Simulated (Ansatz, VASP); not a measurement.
# CsPbCl3: VASP beside Ansatz

```
Cs Pb Cl
1.0
     4.01412    2.31755    3.27732
    -4.01412    2.31755    3.27732
     0.00000   -4.63511    3.27732
Cs Pb Cl
1 1 3
Direct
  0.50000 0.50000 0.50000
  0.00000 0.00000 0.00000
  0.50000 0.00005 0.99995
  0.00005 0.99995 0.50000
  0.99995 0.50000 0.00005
```

Alike in both runs: task single point; functional PBE; k mesh 4 × 4 × 4; occupations fermi-dirac, width 0.02 eV; no spin polarisation.

|  | VASP | Ansatz |
| --- | --- | --- |
| version | VASP 6.6.1 | Ansatz 0.2.0 |
| potentials or method | VASP PAW PBE potentials, release 64 (Cs_sv, Pb_d, Cl) | plane waves, PAW |
| plane-wave cutoff (eV) | 520 | 420 |
| valence electrons in the cell | 44 | 44 |

VASP gave:

| Property | Result |
| --- | --- |
| gap on the k mesh at the Fermi level (eV) | 2.10 |
| pressure (GPa) | 0.7 |

Question: Estimate Ansatz's values.

Answer: gap on the k mesh at the Fermi level (eV): 2.09; pressure (GPa): 0.8.

Neither program's run includes spin-orbit coupling.
